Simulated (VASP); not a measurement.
# AlN in VASP: notebook, part 3 of 3

VASP 6.6.1.

## (6) Electric field gradients, PBE (zz strain of -2 %)

File INCAR:

```
SYSTEM = AlN
PREC     = Accurate       ! precision mode
ENCUT    = 520            ! plane-wave cutoff, eV
EDIFF    = 1E-8           ! SCF threshold, eV
ISMEAR   = -1             ! smearing method
SIGMA    = 0.02           ! smearing width, eV
LREAL    = .FALSE.        ! projectors in reciprocal space
LASPH    = .TRUE.         ! aspherical terms in the spheres
NELM     = 120            ! most SCF steps
ALGO     = Normal         ! electronic algorithm
ISIF     = 2              ! what is computed and relaxed
LWAVE    = .FALSE.        ! write WAVECAR
LCHARG   = .FALSE.        ! write CHGCAR
GGA      = PE             ! functional
LEFG     = .TRUE.       
NBANDS   = 11             ! bands
GGA_COMPAT= .FALSE.
```

File KPOINTS:

```
Automatic mesh
0
G
  10 10 10
  0 0 0
```

File POSCAR:

```
AlN
1.0
    0.0000000000      1.9780000000      1.9384400000
    1.9780000000      0.0000000000      1.9384400000
    1.9780000000      1.9780000000      0.0000000000
Al N
1 1
Direct
    0.0000000000      0.0000000000      0.0000000000
    0.5000000000      0.5000000000      0.5000000000
```

Potentials or basis: VASP PAW PBE potentials, release 64 (Al, N).

The run is started by

```
> cat potpaw_PBE.64/Al/POTCAR potpaw_PBE.64/N/POTCAR > POTCAR
> mpirun -np 1 vasp_std > vasp.out
```

OUTCAR:

```text
SYSTEM = AlN
   PREC = Accurate
   ENCUT = 520
   EDIFF = 1E-8
   ISMEAR = -1
   LREAL = .FALSE.
   LASPH = .TRUE.
   NELM = 120
   ISIF = 2
   GGA = PE

 ion  position               nearest neighbor table
   1  0.000  0.000  0.000-   2 1.94   2 1.94   2 1.98   2 1.98   2 1.98   2 1.98
   2  0.500  0.500  0.500-   1 1.94   1 1.94   1 1.98   1 1.98   1 1.98   1 1.98

  LATTYP: Found a body centered tetragonal cell.
 ALAT       =     2.7973144264
 C/A-ratio  =     1.3859292911

  Lattice vectors:

 A1 = (   0.0000000000,  -1.9780000000,  -1.9384400000)
 A2 = (   0.0000000000,   1.9780000000,  -1.9384400000)
 A3 = (   1.9780000000,   0.0000000000,   1.9384400000)

Analysis of symmetry for initial positions (statically):
=====================================================================
 Subroutine PRICEL returns:
 Original cell was already a primitive cell.

 Routine SETGRP: Setting up the symmetry group for a
 body centered tetragonal supercell.

 Subroutine GETGRP returns: Found 16 space group operations
 (whereof 16 operations were pure point group operations)
 out of a pool of 16 trial point group operations.

The static configuration has the point symmetry D_4h.

Analysis of symmetry for dynamics (positions and initial velocities):
=====================================================================
 Subroutine PRICEL returns:
 Original cell was already a primitive cell.

 Routine SETGRP: Setting up the symmetry group for a
 body centered tetragonal supercell.

 Subroutine GETGRP returns: Found 16 space group operations
 (whereof 16 operations were pure point group operations)
 out of a pool of 16 trial point group operations.

The dynamic configuration has the point symmetry D_4h.

 Subroutine INISYM returns: Found 16 space group operations
 (whereof 16 operations are pure point group operations),
 and found     1 'primitive' translations

----------------------------------------------------------------------------------------

                                     Primitive cell

  volume of cell :      15.1682

  direct lattice vectors                    reciprocal lattice vectors
     0.000000000  1.978000000  1.938440000    -0.252780586  0.252780586  0.257939374
     1.978000000  0.000000000  1.938440000     0.252780586 -0.252780586  0.257939374
     1.978000000  1.978000000  0.000000000     0.252780586  0.252780586 -0.257939374

  length of vectors
     2.769482557  2.769482557  2.797314426     0.440827370  0.440827370  0.440827370

  position of ions in fractional coordinates (direct lattice)
     0.000000000  0.000000000  0.000000000
     0.500000000  0.500000000  0.500000000

  ion indices of the primitive-cell ions
   primitive index   ion index
                 1           1
                 2           2

----------------------------------------------------------------------------------------

 KPOINTS: Automatic mesh

Automatic generation of k-mesh.
 Grid dimensions read from file:
 generate k-points for:   10   10   10

[... 74 lines left out ...]
   NELECT =       8.0000    total number of electrons
   NUPDOWN=      -1.0000    fix difference up-down
   EMIN   =  10.00;   EMAX   =-10.00  energy-range for DOS
   EFERMI =   0.00;   METHOD = LEGACY
   ISMEAR =    -1;   SIGMA  =   0.02  broadening in eV -4-tet -1-fermi 0-gaus
   EFERMI_NEDOS =   21; number of points for ismear=-14 and -15
   IALGO  =     38    algorithm
   IMIX   =      4    mixing-type and parameters
     AMIX     =   0.40;   BMIX     =  1.00
     AMIX_MAG =   1.60;   BMIX_MAG =  1.00
  volume/ion in A,a.u.               =       7.58        51.18
  Fermi-wavevector in a.u.,A,eV,Ry     =   1.322695  2.499532 23.803708  1.749523
  Thomas-Fermi vector in A             =   2.452358
   LORBIT       =      0    0 simple, 1 ext, 2 COOP (PROOUT), +10 PAW based schemes
   GGA     = PE    functional components
   LHFCALC =     F    Hartree Fock is set to
   AEXX    =    0.0000 exact exchange contribution
   IVDW    =     0    specifies the selected vdW correction
   LEPSILON=     F    determine dielectric tensor
   LRPA    =     F    only Hartree local field effects (RPA)
 non-spin polarized calculation
  energy-cutoff  :      520.00
  volume of cell :       15.17
 maximum number of plane-waves:       424
 NGX is ok and might be reduce to    24
   NGX = 11   NGY = 11   NGZ = 11

 number of electron       8.0000000 magnetization

 Free energy of the ion-electron system (eV)
  ---------------------------------------------------
  ext. energy  EPLUGINS =         0.00000000
  ---------------------------------------------------
  free energy    TOTEN  =       -14.38265757 eV

  energy without entropy =      -14.38265757  energy(sigma->0) =      -14.38265757

 E-fermi :  11.6116     XC(G=0): -12.6919

 val. band max:       11.1615939889   @ k =   0.0000   0.0000   0.0000
 cond. band min:      16.1221615374   @ k =   0.5000   0.5000   0.0000
 fundamental gap:      4.9605675485
 Fermi energy:        11.6116115287

 k-point     1 :       0.0000    0.0000    0.0000
  band No.  band energies     occupation
      1      -7.2430      2.00000
      2      11.0168      2.00000
      3      11.1616      2.00000
      4      11.1616      2.00000
      5      18.0742      0.00000
      6      23.4651      0.00000
      7      23.4651      0.00000
      8      23.7497      0.00000
      9      28.9399      0.00000
     10      29.1905      0.00000
     11      29.9119      0.00000
[... 309 lines left out ...]
 k-point    24 :       0.4000    0.3000    0.0000
  band No.  band energies     occupation
      1      -3.8596      2.00000
      2       4.9247      2.00000
      3       8.0325      2.00000
      4       8.5476      2.00000
      5      17.4802      0.00000
      6      18.5095      0.00000
      7      24.4782      0.00000
      8      27.6509      0.00000
      9      28.5793      0.00000
     10      33.7974      0.00000
     11      37.3442      0.00000

 [... further k-points ...]
[... 5 lines left out ...]
  --------------------------------------------------------------------------------------
  -------------------------------------------------------------------------------------
  Total        2.8006130      2.8006130      3.7114524      0.0000000      0.0000000      0.0000000
  in kB      295.8208311    295.8208311    392.0302185      0.0000000      0.0000000      0.0000000
  external PRESSURE =     327.8906269 kB  Pullay stress =       0.0000000 kB

 VOLUME and BASIS-vectors are now :
 -----------------------------------------------------------------------------
  energy-cutoff  :      520.00
  volume of cell :       15.17
      direct lattice vectors                 reciprocal lattice vectors
     0.000000000  1.978000000  1.938440000    -0.252780586  0.252780586  0.257939374
     1.978000000  0.000000000  1.938440000     0.252780586 -0.252780586  0.257939374
     1.978000000  1.978000000  0.000000000     0.252780586  0.252780586 -0.257939374

 POSITION                                       TOTAL-FORCE (eV/Angst)
 -----------------------------------------------------------------------------------
      0.00000      0.00000      0.00000        -0.000000      0.000000     -0.000000
      1.97800      1.97800      1.93844         0.000000     -0.000000      0.000000
 -----------------------------------------------------------------------------------
    total drift:                               -0.000000     -0.000000      0.000000

  FREE ENERGIE OF THE ION-ELECTRON SYSTEM (eV)
  ---------------------------------------------------
  free  energy   TOTEN  =       -14.3826575688 eV

  energy  without entropy=      -14.3826575688  energy(sigma->0) =      -14.38265757

 Electric field gradients (V/A^2)
---------------------------------------------------------------------
 ion       V_xx      V_yy      V_zz      V_xy      V_xz      V_yz
---------------------------------------------------------------------
   1       4.335     4.335    -8.670     0.000     0.000     0.000
   2       1.469     1.469    -2.937     0.000     0.000     0.000
---------------------------------------------------------------------

 Electric field gradients after diagonalization (V/A^2)
 (convention: |V_zz| > |V_xx| > |V_yy|)
----------------------------------------------------------------------
 ion       V_xx      V_yy      V_zz     asymmetry (V_yy - V_xx)/ V_zz
----------------------------------------------------------------------
   1       4.335     4.335    -8.670       0.000
   2       1.469     1.468    -2.937       0.000
----------------------------------------------------------------------

           NMR quadrupolar parameters

 Cq : quadrupolar parameter    Cq=e*Q*V_zz/h
 eta: asymmetry parameters     (V_yy - V_xx)/ V_zz
 Q  : nuclear electric quadrupole moment in mb (millibarn)
----------------------------------------------------------------------
 ion       Cq(MHz)       eta       Q (mb)
----------------------------------------------------------------------
   1      -0.021       0.000       1.000
   2      -0.007       0.000       1.000
----------------------------------------------------------------------
```

Wall time 6.1 s (1 thread of Intel Xeon 6975P-C (Granite Rapids), shared host); peak memory 0.14 GiB.

Results:

```
Free energy                             : -14.3827 eV
Pressure                                : 32.8 GPa
Band gap on the k mesh                  : 4.96 eV (least direct gap 6.91 eV)
Largest electric field gradient by atom : Al -8.7; N -2.9 V/Å²
```

Stress tensor (GPa, compression positive):
```
29.58  0.00  0.00
 0.00 29.58  0.00
 0.00  0.00 39.20
```

Levels at points of the mesh, in eV from the valence-band top:
```
           k point  band 2  band 3  band 4  band 5  band 6  band 7
(0.00, 0.00, 0.00)   -0.14    0.00    0.00    6.91   12.30   12.30
(0.50, 0.00, 0.00)   -8.92   -1.34   -1.25    6.63   11.42   11.94
(0.50, 0.50, 0.00)   -7.95   -3.18   -3.18    4.96    5.29   15.25
(0.50, 0.00, 0.50)   -8.06   -3.15   -2.89    5.17    5.49   15.00
```

Electric field gradients, principal values (V/Å²):
| atom | least | middle | greatest (by size) |
| --- | --- | --- | --- |
| 1 Al | 4.335 | 4.335 | -8.670 |
| 2 N | 1.468 | 1.469 | -2.937 |

Caveat: the cell differs from its parent crystal (zz strain of -2 %); the cell stands under pressure; without QUAD_EFG the Cq values of the log hold for a quadrupole moment of 1 mb, not for the nuclei.

## (7) Overview

```tsv
cell	gap on the mesh (eV)	pressure (GPa)
a = 2.756 Å, angles 62.0°, 2 atoms	4.29	25.6
a = 2.826 Å, angles 58.7°, 2 atoms	4.73	25.4
a = 2.770 Å, angles 61.3°, 2 atoms	4.60	25.4
a = 2.840 Å, angles 58.0°, 2 atoms	4.48	25.6
a = 2.769, b = 2.769, c = 2.797 Å, angles 59.7, 59.7, 60.7°, 2 atoms	4.96	32.8
```

Alike in all rows: task electric field gradients; level PBE; potentials or basis VASP PAW PBE potentials, release 64 (Al, N); no spin polarisation; k mesh 10 × 10 × 10; cutoff (eV) 520; smearing fermi-dirac 0.02 eV.

Caveats: the cell stands under pressure.

Total energies depend on the potentials used, so only differences within one code and one set of settings carry meaning.
